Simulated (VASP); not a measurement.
Write the native input for VASP 6.6.1 that does the following.

* Task: single point
* Functional: PBEsol
* Potentials or basis: VASP PAW PBE potentials, release 64 (Mo_sv, S)
* Cutoff: 520 eV
* k mesh: 12 × 12 × 2
* Occupations: gaussian, width 0.05 eV
* Spin: no spin polarisation
* Dipole correction: no
* Further INCAR settings: ALGO = Normal; EDIFF = 1e-06; NBANDS = 35

The structure of MoS2 lies in POSCAR:

```
MoS2
1.0
    3.1414322073      0.0000000000      0.0000000000
   -1.5707161036      2.7205600958      0.0000000000
    0.0000000000      0.0000000000     12.5788196111
Mo S
2 4
Direct
    0.3907663598      0.7815327196      0.2500000000
    0.7240996931      0.4481993863      0.7500000000
    0.3333333333      0.6666666667      0.6260538431
    0.6666666667      0.3333333333      0.1260538431
    0.3333333333      0.6666666667      0.8739461569
    0.6666666667      0.3333333333      0.3739461569
```

This cell differs from its parent crystal: all Mo atoms moved +0.312 Å, as atom 1 along Cartesian [0 1 0].

These files were run (other wordings do the same):

INCAR

```
PREC     = Accurate       # precision mode
ENCUT    = 520            # plane-wave cutoff, eV
EDIFF    = 1E-6           # SCF threshold, eV
ISMEAR   = 0              # smearing method
SIGMA    = 0.05           # smearing width, eV
LREAL    = False          # projectors in reciprocal space
LASPH    = True           # aspherical terms in the spheres
NELM     = 80             # most SCF steps
ALGO     = Normal         # electronic algorithm
ISIF     = 2              # what is computed and relaxed
LWAVE    = False          # write WAVECAR
LCHARG   = False          # write CHGCAR
GGA      = PS             # functional
NBANDS   = 35             # bands
```

KPOINTS

```
Automatic mesh
0
Gamma
  12 12 2
```

Potentials or basis: VASP PAW PBE potentials, release 64 (Mo_sv, S).

The run is started by

```sh
$ cat potpaw_PBE.64/Mo_sv/POTCAR potpaw_PBE.64/S/POTCAR > POTCAR
$ mpirun -np 1 vasp_std > vasp.out
```

It gave:

The pressure is 6.2 GPa. The largest force is 6.533 eV/Å and the band gap on the k mesh is 0.64 eV (least direct gap 0.79 eV).

Caveat: the cell differs from its parent crystal (all Mo atoms moved +0.312 Å, as atom 1 along Cartesian [0 1 0]); the stress differs along the axes, from 4 to 11 GPa; semilocal functionals underestimate gaps, and a narrow one can read as zero; the PAW data sets were made with another functional, which shifts forces and pressure a little; this functional lacks dispersion, which binds layers or chains, so the pressure and a relaxed spacing across them are unreliable.

Wall time 3.4 min on 1 thread of AMD EPYC 9R45 96-Core Processor (Zen 5) (shared host), peak memory 0.36 GiB.
